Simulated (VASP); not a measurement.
Write the native input for VASP 6.6.1 that does the following.

| Quantity | Value |
| --- | --- |
| Task | single point |
| Functional | PBE |
| Dispersion | D3(BJ) |
| Potentials or basis | VASP PAW PBE potentials, release 64 (Zr_sv, B) |
| Cutoff | 520 eV |
| k mesh | 10 × 10 × 7 |
| Occupations | fermi-dirac, width 0.05 eV |
| Spin | no spin polarisation |
| Dipole correction | no |
| Further INCAR settings | ALGO = Normal; EDIFF = 1e-07; NBANDS = 14 |

The structure of ZrB lies in POSCAR:

```
ZrB
1.0
    2.3895437150     -2.3895596430      0.0000000000
    2.3895437150      2.3895596430      0.0000000000
    0.0000000000      0.0000000000      2.9080756232
Zr B
1 1
Direct
    0.0000000000      0.0000000000      0.5000000000
    0.5000000000      0.5000000000      0.5000000000
```

One way to write it, as run:

INCAR

```
PREC     = Accurate       # precision mode
ENCUT    = 520            # plane-wave cutoff, eV
EDIFF    = 1E-7           # SCF threshold, eV
ISMEAR   = -1             # smearing method
SIGMA    = 0.05           # smearing width, eV
LREAL    = False          # projectors in reciprocal space
LASPH    = True           # aspherical terms in the spheres
NELM     = 80             # most SCF steps
ALGO     = Normal         # electronic algorithm
ISIF     = 2              # what is computed and relaxed
LWAVE    = False          # write WAVECAR
LCHARG   = False          # write CHGCAR
GGA      = PE             # functional
IVDW     = 12             # dispersion correction
NBANDS   = 14             # bands
```

KPOINTS

```
regular mesh
0
Gamma
  10 10 7
```

Potentials or basis: VASP PAW PBE potentials, release 64 (Zr_sv, B).

Command:

```bash
$ cat potpaw_PBE.64/Zr_sv/POTCAR potpaw_PBE.64/B/POTCAR > POTCAR
$ mpirun -np 1 vasp_std > vasp.out
```

It gave:

```
Pressure                   : 0.1 GPa
Dispersion energy per atom : -0.343 eV
```

Caveat: pairwise dispersion overbinds metals, which lowers pressure and volume.

It took 44 s on 1 thread of AMD EPYC 7R43 64-Core Processor (Zen 3), on a shared host, peak memory 0.14 GiB.
